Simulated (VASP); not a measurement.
The system is Re.

```
Re
1.0
     2.74227    0.00000    0.00000
    -1.37114    2.37488    0.00000
     0.00000    0.00000    4.42828
Re
2
Direct
  0.66667 0.33333 0.75000
  0.33333 0.66667 0.25000
```

Base run:

* Program: VASP 6.6.1
* Functional: PBEsol
* Potentials or basis: VASP PAW PBE potentials, release 64 (Re)
* Cutoff: 520 eV
* k mesh: 11 × 11 × 6
* Occupations: fermi-dirac, width 0.05 eV
* Spin: no spin polarisation

Its results: band gap on the k mesh zero (band 7 reaches 9.37 eV, above the bottom of band 8 at 6.20 eV); pressure 3.8 GPa.

The run is repeated on the same cell with these changes: functional from PBEsol to revPBE. What comes out?

Band gap on the k mesh zero (band 7 reaches 9.59 eV, above the bottom of band 8 at 6.43 eV); pressure 16.7 GPa.

revPBE binds less tightly than PBEsol, so the same cell stands under more pressure.

Caveats: the PAW data sets were made with another functional, which shifts forces and pressure a little; spin-orbit coupling is left out, which moves the levels of the heavy elements.
